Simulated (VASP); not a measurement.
A run of VASP 6.6.1 is set up as follows.

File INCAR:

```
SYSTEM = YTe
  ALGO = Normal
  EDIFF = 1E-6
  ENCUT = 520
  GGA = CA
  ISIF = 2
  ISMEAR = 1
  LASPH = .TRUE.
  LCHARG = .TRUE.
  LELF = .TRUE.
  LREAL = .FALSE.
  LVHAR = .TRUE.
  LWAVE = .FALSE.
  NBANDS = 16
  NELM = 80
  PREC = Accurate
  SIGMA = 0.05
```

Contents of KPOINTS:

```
k-points
0
G
  8 8 7
  0 0 0
```

The input POSCAR:

```
YTe
1.0
    4.0815153570      0.0000000000      0.0000000000
   -2.0407576785      3.5346961931      0.0000000000
    0.0000000000      0.0000000000      4.0344056753
Y Te
1 1
Direct
    0.3333333333      0.6666666667      0.0000000000
    0.6666666667      0.3333333333      0.5000000000
```

Potentials or basis: VASP PAW LDA potentials, release 64 (Y_sv, Te).

Command:

```console
$ cat potpaw_LDA.64/Y_sv/POTCAR potpaw_LDA.64/Te/POTCAR > POTCAR
$ mpirun -np 1 vasp_std > vasp.out
```

Task: Estimate the pressure.

Result: -3.3 GPa.

Stress tensor (GPa, compression positive):
```
-2.98  0.00  0.00
 0.00 -2.98  0.00
 0.00  0.00 -3.93
```
